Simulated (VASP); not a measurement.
W2Cl:

```xyz
6
Lattice="0.0000 3.8804 3.8804 3.8804 0.0000 3.8804 3.8804 3.8804 0.0000" Properties=species:S:1:pos:R:3 pbc="T T T"
W     4.8506    4.8506    4.8506
W     4.8506    2.9103    2.9103
W     2.9103    2.9103    4.8506
W     2.9103    4.8506    2.9103
Cl    0.0000    0.0000    0.0000
Cl    1.9402    1.9402    1.9402
```

* Program: VASP 6.6.1
* Task: relaxation of cell and atoms
* Functional: PBE
* Potentials or basis: VASP PAW PBE potentials, release 64 (W_sv, Cl)
* Cutoff: 600 eV
* k mesh: 4 × 4 × 4
* Occupations: gaussian, width 0.1 eV
* Spin: no spin polarisation

At the start: pressure -4.7 GPa; volume 19.48 Å³/atom.

Question: Where does the relaxation end?

Answer: Over 3 steps the energy falls by 10.6 meV/atom and the volume is 18.79 Å³/atom (-3.5 %); space group Fd-3m (No. 227, to 0.1 Å) before and after.

The path:
| step | energy change (eV) | largest force (eV/Å) | pressure (GPa) | volume (Å³) |
| --- | --- | --- | --- | --- |
| 1 | 0.0000 | 0.0000 | -4.71 | 116.86 |
| 2 | 0.0514 | 0.0000 | 7.34 | 107.44 |
| 3 | -0.0636 | 0.0000 | -0.06 | 112.72 |

Final structure:
```
W Cl
1.0
     0.00000    3.83401    3.83401
     3.83401    0.00000    3.83401
     3.83401    3.83401    0.00000
W Cl
4 2
Direct
  0.62500 0.62500 0.62500
  0.12500 0.62500 0.62500
  0.62500 0.62500 0.12500
  0.62500 0.12500 0.62500
  0.00000 0.00000 0.00000
  0.25000 0.25000 0.25000
```
